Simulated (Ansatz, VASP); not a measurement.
Co in VASP and in Ansatz

File INCAR:

```
ALGO = Normal
EDIFF = 1E-6
ENCUT = 520
GGA = PS
ISIF = 2
ISMEAR = -1
LASPH = T
LCHARG = T
LELF = T
LREAL = F
LVHAR = T
LWAVE = F
NBANDS = 10
NELM = 80
PREC = Accurate
SIGMA = 0.1
```

Contents of KPOINTS:

```
k-points
0
Gamma
  16 16 16
```

Contents of POSCAR:

```
Co
1.0
    2.2194371068      0.0000000000      0.0000000000
    0.0000000000      2.2194371068      0.0000000000
    0.0000000000      0.0000000000      2.2194371068
Co
1
Direct
    0.0000000000      0.0000000000      0.0000000000
```

Input for Ansatz:

```yaml
crystal:
  lattice:
    - [2.2194371068, 0.0, 0.0]
    - [0.0, 2.2194371068, 0.0]
    - [0.0, 0.0, 2.2194371068]
  atoms:
    - { symbol: Co, position: [0.0, 0.0, 0.0] }
hamiltonian:
  xc: pbesol
  pseudopotentials:
    kind: paw
    azcp:
      Co: "pseudopotentials/Co.paw.azcp"
basis:
  ecutwfc: 420
  fft_grid_basis: typed
kpoints:
  mp_grid: { grid: [16, 16, 16], shift: [0, 0, 0] }
magnetization:
  spin_polarized: false
scf:
  occupations: { method: fermi_dirac, width: 0.1 }
  lower_state_search: "off"
output:
  stress: true
```

Alike in both runs: task single point; functional PBEsol; k mesh 16 × 16 × 16; occupations fermi-dirac, width 0.1 eV; no spin polarisation.

|  | VASP | Ansatz |
| --- | --- | --- |
| version | VASP 6.6.1 | Ansatz 0.2.0 |
| potentials or method | VASP PAW PBE potentials, release 64 (Co), cutoff 520 eV | plane waves (420 eV) with PAW, scalar-relativistic |
| valence electrons in the cell | 9 | 17 |

Ansatz gave:

* pressure (GPa): 9.4

Q: What did VASP give for the same quantities?

A: Pressure (GPa): 8.2.

VASP's potentials were made for PBE, not for PBEsol, and Ansatz warns of the same on its side. With one functional, cell and mesh, what is left measures potentials, basis and numerics. VASP's potentials hold 9 valence electrons a cell and Ansatz's 17, so a difference there can come from the potentials and not from the codes.
